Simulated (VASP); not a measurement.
Yb:

```
Yb
1.0
     0.00000    2.74500    2.74500
     2.74500    0.00000    2.74500
     2.74500    2.74500    0.00000
Yb
1
Direct
  0.00000 0.00000 0.00000
```

* Program: VASP 6.6.1
* Task: relaxation of cell and atoms
* Functional: PBEsol
* Potentials or basis: VASP PAW PBE potentials, release 64 (Yb)
* Cutoff: 600 eV
* k mesh: 6 × 6 × 6
* Occupations: methfessel-paxton, width 0.1 eV
* Spin: no spin polarisation

At the start: pressure -3.8 GPa; volume 41.37 Å³/atom.

Q: Where does the relaxation end?

A: Over 9 steps the energy falls by 120.1 meV/atom and the volume is 32.46 Å³/atom (-21.5 %); space group Fm-3m (No. 225, to 0.1 Å) before and after.

Step by step:
| step | energy change (eV) | largest force (eV/Å) | pressure (GPa) | volume (Å³) |
| --- | --- | --- | --- | --- |
| 1 | 0.0000 | 0.0000 | -3.80 | 41.37 |
| 2 | -0.0994 | 0.0000 | -1.82 | 35.77 |
| 3 | -0.1201 | 0.0000 | -0.36 | 32.50 |
| 4 | -0.1193 | 0.0000 | 0.89 | 31.81 |
| 5 | -0.1201 | 0.0000 | -0.24 | 32.30 |
| 6 | -0.1198 | 0.0000 | 0.23 | 32.05 |
| 7 | -0.1201 | 0.0000 | 0.20 | 32.30 |
| 8 | -0.1191 | 0.0000 | -0.70 | 33.05 |
| 9 | -0.1201 | 0.0000 | -0.02 | 32.46 |

Final structure:
```yaml
crystal:
  lattice:
    - [0.00000, 2.53195, 2.53195]
    - [2.53195, 0.00000, 2.53195]
    - [2.53195, 2.53195, 0.00000]
  atoms:
    - { symbol: Yb, position: [0.00000, 0.00000, 0.00000] }
```

Caveat: the volume moved by over 15 % at a fixed basis, so the end points are rough; the PAW data sets were made with another functional, which shifts forces and pressure a little.
